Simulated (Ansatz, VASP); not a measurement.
One calculation of CsCaBr3, two programs

```
Cs Ca Br
1.0
     6.40808    0.00000    0.00000
     0.00000    6.40808    0.00000
     0.00000    0.00000    4.53051
Cs Ca Br
1 1 3
Direct
  0.00000 0.00000 0.00000
  0.50000 0.50000 0.50000
  0.50000 0.00000 0.50000
  0.00000 0.50000 0.50000
  0.50000 0.50000 0.00000
```

Alike in both runs: task single point; functional LDA; k mesh 6 × 6 × 6; occupations gaussian, width 0.05 eV; no spin polarisation.

```csv
,VASP,Ansatz
version,VASP 6.6.1,Ansatz 0.2.0
potentials or method,"VASP PAW LDA potentials, release 64 (Cs_sv, Ca_sv, Br), cutoff 520 eV","scalar-relativistic, plane waves, PAW"
valence electrons in the cell,40,40
```

|  | VASP | Ansatz | Ansatz less VASP |
| --- | --- | --- | --- |
| gap on the k mesh at the Fermi level (eV) | 3.34 | 3.35 | +0.003 |
| least direct gap on the mesh (eV) | 3.34 | 3.35 | +0.003 |
| pressure (GPa) | 4.4 | 4.2 | -0.15 |
| traceless stress, the component that is largest in VASP (GPa) | 17.52 | 17.27 | -0.258 |

LDA's correlation is that of Perdew and Zunger in VASP and of Perdew and Wang (1992) in Ansatz.

Neither program's run includes spin-orbit coupling.
